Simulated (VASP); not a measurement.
Write the native input for VASP 6.6.1 that does the following.

- Task: single point
- Functional: PBE
- Potentials or basis: VASP PAW PBE potentials, release 64 (Ti_sv, B)
- Cutoff: 520 eV
- k mesh: 3 × 2 × 3
- Occupations: fermi-dirac, width 0.15 eV
- Spin: no spin polarisation
- Dipole correction: no
- Further INCAR settings: ALGO = Normal; EDIFF = 1e-06; NBANDS = 86

The structure of Ti12B (a cell with a defect) lies in POSCAR:

```
Ti12B
1.0
    5.9000000000      0.0000000000      0.0000000000
   -4.4250000000      7.6643250000      0.0000000000
    0.0000000000      0.0000000000      4.6846000000
Ti B
12 1
Direct
    0.0220488237      0.0456922169     -0.0319557700
    0.1804934578      0.2020138760      0.4276352303
   -0.0503557415      0.3468929097      0.0510609230
    0.1370818098      0.5315667068      0.4950476028
   -0.0416640273      0.6700524834     -0.0713401358
    0.2398005645      0.8799600748      0.5900397046
    0.4916245470      0.0012395090      0.1174273150
    0.6829021939      0.1984910609      0.6116637493
    0.4676735211      0.3796550903     -0.1475472826
    0.6966039963      0.5292573058      0.3843231012
    0.4692007593      0.6883580746      0.0154975878
    0.6590460854      0.8278354584      0.5625240149
    0.5403770558      0.2495196903      0.2507151091
```

One way to write it, as run:

INCAR

```
PREC = Accurate
ENCUT = 520
EDIFF = 1E-6
ISMEAR = -1
SIGMA = 0.15
LREAL = False
LASPH = True
NELM = 80
ALGO = Normal
ISIF = 2
LWAVE = False
LCHARG = True
GGA = PE
LELF = True
LVHAR = True
NBANDS = 86
```

KPOINTS

```
regular mesh
0
Gamma
  3 2 3
```

Potentials or basis: VASP PAW PBE potentials, release 64 (Ti_sv, B).

Launch:

```bash
$ cat potpaw_PBE.64/Ti_sv/POTCAR potpaw_PBE.64/B/POTCAR > POTCAR
$ mpirun -np 1 vasp_std > vasp.out
```

Results of the run:

| Property | Result |
| --- | --- |
| Pressure | 4.7 GPa |
| Largest force | 2.300 eV/Å |
| Band gap on the k mesh | zero (an odd number of electrons rules out a gap without spin polarisation) |

Caveat: the k points lie up to 0.45 Å⁻¹ apart, too coarse for converged energies and pressures of a metal.

It took 9.8 min on 1 thread of Intel(R) Xeon(R) Platinum 8259CL CPU @ 2.50GHz (Skylake/Cascade Lake) (shared host), peak memory 0.41 GiB.
